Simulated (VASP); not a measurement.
Input of a VASP 6.6.1 run:

The input POSCAR:

```
TiO2
1.0
    4.5968534940      0.0000000000      0.0000000000
    0.0000000000      4.5968534940      0.0000000000
    0.0000000000      0.0000000000      2.8353516159
Ti O
2 4
Direct
    0.0000000000      0.0000000000      0.0000000000
    0.5000000000      0.5000000000      0.5000000000
    0.3026069597      0.3026069597      0.0000000000
    0.1973930403      0.8026069597      0.5000000000
    0.8026069597      0.1973930403      0.5000000000
    0.6973930403      0.6973930403      0.0000000000
```

INCAR.step1

```
PREC = Accurate
ENCUT = 520
ISMEAR = 0
SIGMA = 0.01
LREAL = F
LASPH = T
NELM = 60
NBANDS = 33
GGA = PE
ALGO = Normal
EDIFF = 1E-4
LWAVE = T
LCHARG = F
```

The input INCAR.step2:

```
PREC = Accurate
ENCUT = 520
EDIFF = 1E-6
ISMEAR = 0
SIGMA = 0.01
LREAL = F
LASPH = T
NELM = 60
ALGO = Normal
ISIF = 2
LWAVE = F
LCHARG = T
METAGGA = R2SCAN
LMIXTAU = T
LELF = T
LVHAR = T
NBANDS = 33
ISTART = 1
```

The input KPOINTS:

```
Automatic mesh
0
Gamma
  6 6 8
```

Potentials or basis: VASP PAW PBE potentials, release 64 (Ti_sv, O).

The run is started by

```sh
$ cat potpaw_PBE.64/Ti_sv/POTCAR potpaw_PBE.64/O/POTCAR > POTCAR
$ cp INCAR.step1 INCAR
$ mpirun -np 1 vasp_std > vasp.out
$ cp INCAR.step2 INCAR
$ mpirun -np 1 vasp_std > vasp.out
```

Problem. What does it give for the band gap on the k mesh?

Solution. 2.31 eV, direct.

Problem. What does it give for the pressure?

Solution. 14.0 GPa.

Forces in eV/Å, atoms in the order of the input:
```
Ti   0.000  0.000  0.000
Ti   0.000  0.000  0.000
O   -0.037 -0.037  0.000
O    0.037 -0.037  0.000
O   -0.037  0.037  0.000
O    0.037  0.037  0.000
```

Caveat: the cell differs from its parent crystal (uniaxial z strain -4.0%); the PAW data sets were made with another functional, which shifts forces and pressure a little. A k mesh can miss the band edges.
